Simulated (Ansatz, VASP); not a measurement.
## BaS in VASP and in Ansatz

```
Ba S
1.0
     0.20057    3.57674    3.57674
     3.57674    0.20057    3.57674
     3.57674    3.57674    0.20057
Ba S
1 1
Direct
  0.00538 0.00538 0.00538
  0.24462 0.24462 0.24462
```

Change from the starting cell: epitaxial_111 strain -4.1%.

Alike in both runs: task single point; functional r2SCAN; k mesh 6 × 6 × 6; no spin polarisation.

|  | VASP | Ansatz |
| --- | --- | --- |
| version | VASP 6.6.1 | Ansatz 0.2.0 |
| potentials or method | VASP PAW PBE potentials, release 64 (Ba_sv, S) | plane waves, PAW |
| plane-wave cutoff (eV) | 520 | 500 |
| occupations | gaussian, width 0.01 eV | fixed |
| valence electrons in the cell | 16 | 16 |

```csv
,VASP,Ansatz,Ansatz less VASP
gap on the k mesh at the Fermi level (eV),3.11,3.09,-0.016
pressure (GPa),1.4,1.0,-0.47
"traceless stress, the component that is largest in VASP (GPa)",-0.48,-0.49,-0.005
rms of the force components (eV/Å),0.014,0.004,-0.0100
```

VASP's potentials were made for PBE, not for r2SCAN. Atom by atom the forces differ by 0.010 eV/Å (rms over components).

Neither program's run includes spin-orbit coupling.
